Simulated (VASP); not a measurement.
Set up this calculation in VASP 6.6.1, as the native input.

```yaml
Task: single point
Functional: PBEsol
Potentials_or_basis: VASP PAW PBE potentials, release 64 (Hg)
Cutoff: 520 eV
k_mesh: 15 × 15 × 15
Occupations: fermi-dirac, width 0.08 eV
Spin: no spin polarisation
Dipole_correction: no
k_mesh_for_the_DOS: 23 × 23 × 23
Occupations_for_the_DOS: tetrahedron
Further_INCAR_settings: ALGO = Normal; EDIFF = 1e-06; NBANDS = 12
```

Crystal: Hg.

```
Hg
1.0
    -1.81439    1.81439    1.81439
     1.81439   -1.81439    1.81439
     1.81439    1.81439   -1.81439
Hg
1
Direct
  0.00000 0.00000 0.00000
```

The input as run:

POSCAR

```
Hg
1.0
   -1.8143908132      1.8143908132      1.8143908132
    1.8143908132     -1.8143908132      1.8143908132
    1.8143908132      1.8143908132     -1.8143908132
Hg
1
Direct
    0.0000000000      0.0000000000      0.0000000000
```

INCAR.step1

```
PREC = Accurate
ENCUT = 520
EDIFF = 1E-6
ISMEAR = -1
SIGMA = 0.08
LREAL = False
LASPH = True
NELM = 80
ALGO = Normal
ISIF = 2
LWAVE = False
LCHARG = True
GGA = PS
NBANDS = 12
```

KPOINTS.step1

```
Automatic mesh
0
Gamma
  15 15 15
```

INCAR.step2

```
PREC = Accurate
ENCUT = 520
EDIFF = 1E-6
ISMEAR = -5
SIGMA = 0.08
LREAL = False
LASPH = True
NELM = 80
ALGO = Normal
ISIF = 2
LWAVE = False
LCHARG = False
GGA = PS
LORBIT = 11
NBANDS = 12
NEDOS = 2001
ICHARG = 11
```

KPOINTS.step2

```
Automatic mesh
0
Gamma
  23 23 23
```

Potentials or basis: VASP PAW PBE potentials, release 64 (Hg).

Command:

```console
$ cat potpaw_PBE.64/Hg/POTCAR > POTCAR
$ cp INCAR.step1 INCAR
$ cp KPOINTS.step1 KPOINTS
$ mpirun -np 1 vasp_std > vasp.out
$ cp INCAR.step2 INCAR
$ cp KPOINTS.step2 KPOINTS
$ mpirun -np 1 vasp_std > vasp.out
```

It gave:

| Quantity | Value |
| --- | --- |
| Valence electrons inside the program's atomic spheres | Hg 10.44 |

It took 76 s on 1 thread of Intel Xeon 8259CL, with other jobs on the host, peak memory 0.24 GiB.
